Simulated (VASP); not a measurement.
# Al (Fm-3m) in VASP: a series of runs, part 2 of 2

VASP 6.6.1. Earlier steps stand in the parts before.

## 3. Single point, PBE+D4

This run uses another cell than the first one, of 15.94 Å³/atom, 1.021 times its volume.

Input file INCAR:

```
PREC     = Accurate       # precision mode
ENCUT    = 520            # plane-wave cutoff, eV
EDIFF    = 1E-7           # SCF threshold, eV
ISMEAR   = -1             # smearing method
SIGMA    = 0.05           # smearing width, eV
LREAL    = F              # projectors in reciprocal space
LASPH    = T              # aspherical terms in the spheres
NELM     = 60             # most SCF steps
ALGO     = Normal         # electronic algorithm
ISIF     = 2              # what is computed and relaxed
LWAVE    = F              # write WAVECAR
LCHARG   = T              # write CHGCAR
GGA      = PE             # functional
IVDW     = 13             # dispersion correction
LELF     = T              # ELF
LVHAR    = T            
NBANDS   = 8              # bands
```

Input file KPOINTS:

```
Automatic mesh
0
Gamma
  11 11 11
```

Input file POSCAR:

```
Al
1.0
    0.0000000000      1.9974394157      1.9974394157
    1.9974394157      0.0000000000      1.9974394157
    1.9974394157      1.9974394157      0.0000000000
Al
1
Direct
    0.0000000000      0.0000000000      0.0000000000
```

Potentials or basis: VASP PAW PBE potentials, release 64 (Al).

The run is started by

```bash
$ cat potpaw_PBE.64/Al/POTCAR > POTCAR
$ mpirun -np 1 vasp_std > vasp.out
```

OUTCAR:

```text
PREC = Accurate
   ENCUT = 520
   EDIFF = 1E-7
   ISMEAR = -1
   LREAL = F
   LASPH = T
   NELM = 60
   ISIF = 2
   GGA = PE
   IVDW = 13

 ion  position               nearest neighbor table
   1  0.000  0.000  0.000-

  LATTYP: Found a face centered cubic cell.
 ALAT       =     3.9948788314

  Lattice vectors:

 A1 = (   0.0000000000,   1.9974394157,   1.9974394157)
 A2 = (   1.9974394157,   0.0000000000,   1.9974394157)
 A3 = (   1.9974394157,   1.9974394157,   0.0000000000)

Analysis of symmetry for initial positions (statically):
=====================================================================
 Subroutine PRICEL returns:
 Original cell was already a primitive cell.

 Routine SETGRP: Setting up the symmetry group for a
 face centered cubic supercell.

 Subroutine GETGRP returns: Found 48 space group operations
[... 9 lines left out ...]

 Routine SETGRP: Setting up the symmetry group for a
 face centered cubic supercell.

 Subroutine GETGRP returns: Found 48 space group operations
 (whereof 48 operations were pure point group operations)
 out of a pool of 48 trial point group operations.

The dynamic configuration has the point symmetry O_h .

 Subroutine INISYM returns: Found 48 space group operations
 (whereof 48 operations are pure point group operations),
 and found     1 'primitive' translations

----------------------------------------------------------------------------------------

                                     Primitive cell

  volume of cell :      15.9386

  direct lattice vectors                    reciprocal lattice vectors
     0.000000000  1.997439416  1.997439416    -0.250320483  0.250320483  0.250320483
     1.997439416  0.000000000  1.997439416     0.250320483 -0.250320483  0.250320483
     1.997439416  1.997439416  0.000000000     0.250320483  0.250320483 -0.250320483

  length of vectors
     2.824805912  2.824805912  2.824805912     0.433567795  0.433567795  0.433567795

  position of ions in fractional coordinates (direct lattice)
[... 98 lines left out ...]
  volume/ion in A,a.u.               =      15.94       107.56
  Fermi-wavevector in a.u.,A,eV,Ry     =   0.938206  1.772953 11.976268  0.880231
  Thomas-Fermi vector in A             =   2.065395
   LORBIT       =      0    0 simple, 1 ext, 2 COOP (PROOUT), +10 PAW based schemes
   GGA     = PE    functional components
   LHFCALC =     F    Hartree Fock is set to
   AEXX    =    0.0000 exact exchange contribution
   IVDW    =    13    specifies the selected vdW correction
   LEPSILON=     F    determine dielectric tensor
   LRPA    =     F    only Hartree local field effects (RPA)
 non-spin polarized calculation
  energy-cutoff  :      520.00
  volume of cell :       15.94
 maximum number of plane-waves:       444
 NGX is ok and might be reduce to    24
   NGX = 11   NGY = 11   NGZ = 11

 number of electron       3.0000000 magnetization

 Free energy of the ion-electron system (eV)
  ---------------------------------------------------
  ext. energy  EPLUGINS =         0.00000000
  ---------------------------------------------------
  free energy    TOTEN  =        -3.75067410 eV

  energy without entropy =       -3.74673040  energy(sigma->0) =       -3.74870225

 E-fermi :   8.3698     XC(G=0): -10.3225

 val. band max:        8.3431133302   @ k =  -0.4545   0.3636   0.0000
 cond. band min:       8.3988010429   @ k =   0.4545   0.1818   0.0909
 fundamental gap:      0.0556877127
 Fermi energy:         8.3698343547

 k-point     1 :       0.0000    0.0000    0.0000
  band No.  band energies     occupation
      1      -3.0099      2.00000
      2      21.1789      0.00000
      3      21.1789      0.00000
      4      21.1789      0.00000
      5      22.9372      0.00000
      6      22.9372      0.00000
      7      22.9372      0.00000
      8      25.0843      0.00000
[... 243 lines left out ...]
 k-point    24 :      -0.1818    0.1818    0.0000
  band No.  band energies     occupation
      1      -0.5786      2.00000
      2      12.2416      0.00000
      3      13.8064      0.00000
      4      20.5260      0.00000
      5      22.5761      0.00000
      6      23.5543      0.00000
      7      24.8597      0.00000
      8      25.7940      0.00000

 [... further k-points ...]

------------------------ aborting loop because EDIFF is reached ----------------------------------------

  DFT-D4 for vdW energy calculation

  Edisp (eV):   -0.35543

  FORCE on cell =-STRESS in cart. coord.  units (eV):
  Direction    XX          YY          ZZ          XY          YZ          ZX
  --------------------------------------------------------------------------------------
  -------------------------------------------------------------------------------------
  Total      -0.04423    -0.04423    -0.04423    -0.00000     0.00000    -0.00000
  in kB      -4.44657    -4.44657    -4.44657    -0.00000     0.00000    -0.00000
  external pressure =       -4.45 kB  Pullay stress =        0.00 kB

 VOLUME and BASIS-vectors are now :
 -----------------------------------------------------------------------------
  energy-cutoff  :      520.00
  volume of cell :       15.94
      direct lattice vectors                 reciprocal lattice vectors
     0.000000000  1.997439416  1.997439416    -0.250320483  0.250320483  0.250320483
     1.997439416  0.000000000  1.997439416     0.250320483 -0.250320483  0.250320483
     1.997439416  1.997439416  0.000000000     0.250320483  0.250320483 -0.250320483

 POSITION                                       TOTAL-FORCE (eV/Angst)
 -----------------------------------------------------------------------------------
      0.00000      0.00000      0.00000         0.000000      0.000000      0.000000
 -----------------------------------------------------------------------------------
    total drift:                                0.000000     -0.000000     -0.000000

  FREE ENERGIE OF THE ION-ELECTRON SYSTEM (eV)
  ---------------------------------------------------
  free  energy   TOTEN  =        -4.1061050087 eV

  energy  without entropy=       -4.1021613118  energy(sigma->0) =       -4.10413316
```

OSZICAR:

```text
N       E                     dE             d eps       ncg     rms          rms(c)
DAV:   1    -0.245621433076E+01   -0.24562E+01   -0.87318E+02   912   0.204E+02
DAV:   2    -0.376725067749E+01   -0.13110E+01   -0.12713E+01  1232   0.182E+01
DAV:   3    -0.377369268328E+01   -0.64420E-02   -0.64363E-02  1248   0.140E+00
DAV:   4    -0.377371164807E+01   -0.18965E-04   -0.18965E-04  1344   0.638E-02
DAV:   5    -0.377371169358E+01   -0.45509E-07   -0.45401E-07  1232   0.155E-03    0.136E+00
DAV:   6    -0.376038114301E+01    0.13331E-01   -0.14804E-03  1176   0.184E-01    0.789E-01
DAV:   7    -0.375068051570E+01    0.97006E-02   -0.44733E-03  1192   0.298E-01    0.153E-01
DAV:   8    -0.375067597549E+01    0.45402E-05   -0.12498E-05  1256   0.251E-02    0.130E-02
DAV:   9    -0.375067442051E+01    0.15550E-05   -0.73293E-07  1280   0.394E-03    0.611E-04
DAV:  10    -0.375067413457E+01    0.28593E-06   -0.30963E-09  1192   0.398E-04    0.409E-04
DAV:  11    -0.375067409543E+01    0.39142E-07   -0.10518E-10   712   0.621E-05
   1 F= -.41061050E+01 E0= -.41041332E+01  d E =-.394370E-02
```

stdout:

```text
POSCAR found type information on POSCAR Al
 POSCAR found :  1 types and       1 ions
 scaLAPACK will be used
 LDA part: xc-table for (Slater+PW92), standard interpolation
 POSCAR, INCAR and KPOINTS ok, starting setup
 FFT: planning ... GRIDC
 FFT: planning ... GRID_SOFT
 FFT: planning ... GRID
 WAVECAR not read
 entering main loop
```

It took 4.5 s on 1 thread of Intel Xeon 6975P-C, shared host; peak memory 0.13 GiB.

Results:

```
Free energy                : -4.1061 eV
Pressure                   : -0.4 GPa
Dispersion energy per atom : -0.355 eV
```

Caveat: pairwise dispersion overbinds metals, which lowers pressure and volume.

## 4. Single point, PBE+D4

This run uses another cell than the first one, of 16.27 Å³/atom, 1.043 times its volume.

Input file INCAR:

```
  PREC = Accurate
  ENCUT = 520
  EDIFF = 1E-6
  ISMEAR = -1
  SIGMA = 0.05
  LREAL = False
  LASPH = True
  NELM = 100
  ALGO = Fast
  ISIF = 2
  LWAVE = False
  LCHARG = False
  GGA = PE
  IVDW = 13
  NBANDS = 8
```

Input file KPOINTS:

```
regular mesh
0
Gamma
  11 11 11
```

Input file POSCAR:

```
Al
1.0
    0.0000000000      2.0112152952      2.0112152952
    2.0112152952      0.0000000000      2.0112152952
    2.0112152952      2.0112152952      0.0000000000
Al
1
Direct
    0.0000000000      0.0000000000      0.0000000000
```

Potentials or basis: VASP PAW PBE potentials, release 64 (Al).

The run is started by

```bash
$ cat potpaw_PBE.64/Al/POTCAR > POTCAR
$ mpirun -np 1 vasp_std > vasp.out
```

OUTCAR:

```text
PREC = Accurate
   ENCUT = 520
   EDIFF = 1E-6
   ISMEAR = -1
   LREAL = False
   LASPH = True
   NELM = 100
   ISIF = 2
   GGA = PE
   IVDW = 13

 ion  position               nearest neighbor table
   1  0.000  0.000  0.000-

  LATTYP: Found a face centered cubic cell.
 ALAT       =     4.0224305904

  Lattice vectors:

 A1 = (   0.0000000000,   2.0112152952,   2.0112152952)
 A2 = (   2.0112152952,   0.0000000000,   2.0112152952)
 A3 = (   2.0112152952,   2.0112152952,   0.0000000000)

Analysis of symmetry for initial positions (statically):
=====================================================================
 Subroutine PRICEL returns:
 Original cell was already a primitive cell.

 Routine SETGRP: Setting up the symmetry group for a
 face centered cubic supercell.

 Subroutine GETGRP returns: Found 48 space group operations
[... 9 lines left out ...]

 Routine SETGRP: Setting up the symmetry group for a
 face centered cubic supercell.

 Subroutine GETGRP returns: Found 48 space group operations
 (whereof 48 operations were pure point group operations)
 out of a pool of 48 trial point group operations.

The dynamic configuration has the point symmetry O_h .

 Subroutine INISYM returns: Found 48 space group operations
 (whereof 48 operations are pure point group operations),
 and found     1 'primitive' translations

----------------------------------------------------------------------------------------

                                     Primitive cell

  volume of cell :      16.2707

  direct lattice vectors                    reciprocal lattice vectors
     0.000000000  2.011215295  2.011215295    -0.248605906  0.248605906  0.248605906
     2.011215295  0.000000000  2.011215295     0.248605906 -0.248605906  0.248605906
     2.011215295  2.011215295  0.000000000     0.248605906  0.248605906 -0.248605906

  length of vectors
     2.844287947  2.844287947  2.844287947     0.430598060  0.430598060  0.430598060

  position of ions in fractional coordinates (direct lattice)
     0.000000000  0.000000000  0.000000000

[... 98 lines left out ...]
  Thomas-Fermi vector in A             =   2.058309
   LORBIT       =      0    0 simple, 1 ext, 2 COOP (PROOUT), +10 PAW based schemes
   GGA     = PE    functional components
   LHFCALC =     F    Hartree Fock is set to
   AEXX    =    0.0000 exact exchange contribution
   IVDW    =    13    specifies the selected vdW correction
   LEPSILON=     F    determine dielectric tensor
   LRPA    =     F    only Hartree local field effects (RPA)
 non-spin polarized calculation
 RMM-DIIS sequential band-by-band and
  energy-cutoff  :      520.00
  volume of cell :       16.27
 maximum number of plane-waves:       448
 NGX is ok and might be reduce to    24
   NGX = 11   NGY = 11   NGZ = 11

 number of electron       3.0000000 magnetization

 Free energy of the ion-electron system (eV)
  ---------------------------------------------------
  ext. energy  EPLUGINS =         0.00000000
  ---------------------------------------------------
  free energy    TOTEN  =        -3.75496037 eV

  energy without entropy =       -3.75098260  energy(sigma->0) =       -3.75297148

 E-fermi :   8.1556     XC(G=0): -10.2473

 val. band max:        8.1398542386   @ k =  -0.4545   0.3636   0.0000
 cond. band min:       8.1799137454   @ k =   0.4545   0.1818   0.0909
 fundamental gap:      0.0400595068
 Fermi energy:         8.1555513936

 k-point     1 :       0.0000    0.0000    0.0000
  band No.  band energies     occupation
      1      -3.0846      2.00000
      2      20.8441      0.00000
      3      20.8441      0.00000
      4      20.8441      0.00000
      5      22.4428      0.00000
      6      22.4428      0.00000
      7      22.4428      0.00000
      8      24.7141      0.00000
[... 243 lines left out ...]
 k-point    24 :      -0.1818    0.1818    0.0000
  band No.  band energies     occupation
      1      -0.6856      2.00000
      2      11.9924      0.00000
      3      13.4915      0.00000
      4      20.1329      0.00000
      5      22.1672      0.00000
      6      23.1859      0.00000
      7      24.3858      0.00000
      8      25.3260      0.00000

 [... further k-points ...]

------------------------ aborting loop because EDIFF is reached ----------------------------------------

  DFT-D4 for vdW energy calculation

  Edisp (eV):   -0.34845

  FORCE on cell =-STRESS in cart. coord.  units (eV):
  Direction    XX          YY          ZZ          XY          YZ          ZX
  --------------------------------------------------------------------------------------
  -------------------------------------------------------------------------------------
  Total      -0.21646    -0.21646    -0.21646    -0.00000    -0.00000     0.00000
  in kB     -21.31450   -21.31450   -21.31450    -0.00000    -0.00000     0.00000
  external pressure =      -21.31 kB  Pullay stress =        0.00 kB

 VOLUME and BASIS-vectors are now :
 -----------------------------------------------------------------------------
  energy-cutoff  :      520.00
  volume of cell :       16.27
      direct lattice vectors                 reciprocal lattice vectors
     0.000000000  2.011215295  2.011215295    -0.248605906  0.248605906  0.248605906
     2.011215295  0.000000000  2.011215295     0.248605906 -0.248605906  0.248605906
     2.011215295  2.011215295  0.000000000     0.248605906  0.248605906 -0.248605906

 POSITION                                       TOTAL-FORCE (eV/Angst)
 -----------------------------------------------------------------------------------
      0.00000      0.00000      0.00000         0.000000      0.000000      0.000000
 -----------------------------------------------------------------------------------
    total drift:                                0.000000      0.000000     -0.000000

  FREE ENERGIE OF THE ION-ELECTRON SYSTEM (eV)
  ---------------------------------------------------
  free  energy   TOTEN  =        -4.1034105377 eV

  energy  without entropy=       -4.0994327627  energy(sigma->0) =       -4.10142165
```

stdout:

```text
POSCAR found type information on POSCAR Al
 POSCAR found :  1 types and       1 ions
 scaLAPACK will be used
 LDA part: xc-table for (Slater+PW92), standard interpolation
 POSCAR, INCAR and KPOINTS ok, starting setup
 FFT: planning ... GRIDC
 FFT: planning ... GRID_SOFT
 FFT: planning ... GRID
 WAVECAR not read
 entering main loop
```

Run time: 3.9 s. Hardware: 1 thread of Intel Xeon 6975P-C, shared host; peak memory 0.13 GiB.

Results:

```yaml
Free_energy: -4.1034 eV
Pressure: -2.1 GPa
Dispersion_energy_per_atom: -0.348 eV
```

Levels at points of the mesh, in eV from the Fermi level:
```tsv
k point	band 1	band 2	band 3	band 4	band 5	band 6
(0.00, 0.00, 0.00)	-11.24	12.69	12.69	12.69	14.29	14.29
```

Caveat: pairwise dispersion overbinds metals, which lowers pressure and volume.

## 5. Single point, PBE+D4

This run uses another cell than the first one, of 16.60 Å³/atom, 1.064 times its volume.

Input file INCAR:

```
SYSTEM = Al
PREC     = Accurate       ! precision mode
ENCUT    = 520            ! plane-wave cutoff, eV
EDIFF    = 1E-6           ! SCF threshold, eV
ISMEAR   = -1             ! smearing method
SIGMA    = 0.05           ! smearing width, eV
LREAL    = .FALSE.        ! projectors in reciprocal space
LASPH    = .TRUE.         ! aspherical terms in the spheres
NELM     = 60             ! most SCF steps
ALGO     = Normal         ! electronic algorithm
ISIF     = 2              ! what is computed and relaxed
LWAVE    = .FALSE.        ! write WAVECAR
LCHARG   = .FALSE.        ! write CHGCAR
GGA      = PE             ! functional
IVDW     = 13             ! dispersion correction
NBANDS   = 8              ! bands
```

Input file KPOINTS:

```
Automatic mesh
0
G
  11 11 11
  0 0 0
```

Input file POSCAR:

```
Al
1.0
    0.0000000000      2.0248050000      2.0248050000
    2.0248050000      0.0000000000      2.0248050000
    2.0248050000      2.0248050000      0.0000000000
Al
1
Direct
    0.0000000000      0.0000000000      0.0000000000
```

The run is started by

```bash
$ cat potpaw_PBE.64/Al/POTCAR > POTCAR
$ mpirun -np 1 vasp_std > vasp.out
```

Run time: 3.9 s. Hardware: 1 thread of Intel Xeon 6975P-C, shared host; peak memory 0.13 GiB.

The run converged. Its results:

```yaml
Free_energy: -4.0974 eV
Pressure: -3.6 GPa
Dispersion_energy_per_atom: -0.342 eV
```

Levels at points of the mesh, in eV from the Fermi level:
| k point | band 1 | band 2 | band 3 | band 4 | band 5 |
| --- | --- | --- | --- | --- | --- |
| (0.00, 0.00, 0.00) | -11.10 | 12.57 | 12.57 | 12.57 | 14.02 |

Caveat: pairwise dispersion overbinds metals, which lowers pressure and volume.

## 6. Single point, PBEsol+D4

Input file INCAR:

```
  ALGO = Normal
  EDIFF = 1E-6
  ENCUT = 520
  GGA = PS
  ISIF = 2
  ISMEAR = -1
  IVDW = 13
  LASPH = T
  LCHARG = F
  LREAL = F
  LWAVE = F
  NBANDS = 8
  NELM = 100
  PREC = Accurate
  SIGMA = 0.05
```

Input file KPOINTS:

```
k-points
0
Gamma
  11 11 11
```

Input file POSCAR:

```
Al
1.0
    0.0000000000      1.9834708509      1.9834708509
    1.9834708509      0.0000000000      1.9834708509
    1.9834708509      1.9834708509      0.0000000000
Al
1
Direct
    0.0000000000      0.0000000000      0.0000000000
```

Potentials or basis: VASP PAW PBE potentials, release 64 (Al).

The run is started by

```bash
$ cat potpaw_PBE.64/Al/POTCAR > POTCAR
$ mpirun -np 1 vasp_std > vasp.out
```

Run time: 3.4 s. Hardware: 1 thread of Intel Xeon 6975P-C, shared host; peak memory 0.13 GiB.

It converged, with:

| Property | Result |
| --- | --- |
| Free energy | -4.3063 eV |
| Pressure | 1.4 GPa |
| Dispersion energy per atom | -0.211 eV |

Levels at points of the mesh, in eV from the Fermi level:
```tsv
k point	band 1	band 2	band 3	band 4	band 5
(0.00, 0.00, 0.00)	-11.51	12.91	12.91	12.91	14.83
```

Caveat: the PAW data sets were made with another functional, which shifts forces and pressure a little; pairwise dispersion overbinds metals, which lowers pressure and volume.

## 7. The runs side by side

| level | cell | gap on the mesh (eV) | pressure (GPa) |
| --- | --- | --- | --- |
| PBE+D4 | a = 2.805 Å, angles 60.0°, 1 atom | none | 1.4 |
| PBE+D4 | a = 2.825 Å, angles 60.0°, 1 atom | none | -0.4 |
| PBE+D4 | a = 2.844 Å, angles 60.0°, 1 atom | none | -2.1 |
| PBE+D4 | a = 2.864 Å, angles 60.0°, 1 atom | none | -3.6 |
| PBEsol+D4 | a = 2.805 Å, angles 60.0°, 1 atom | none | 1.4 |

Alike in all rows: task single point; potentials or basis VASP PAW PBE potentials, release 64 (Al); no spin polarisation; k mesh 11 × 11 × 11; cutoff (eV) 520; smearing fermi-dirac 0.05 eV.

Caveats: pairwise dispersion overbinds metals, which lowers pressure and volume; the PAW data sets were made with another functional, which shifts forces and pressure a little (some runs).

Total energies depend on the potentials used, so only differences within one code and one set of settings carry meaning.
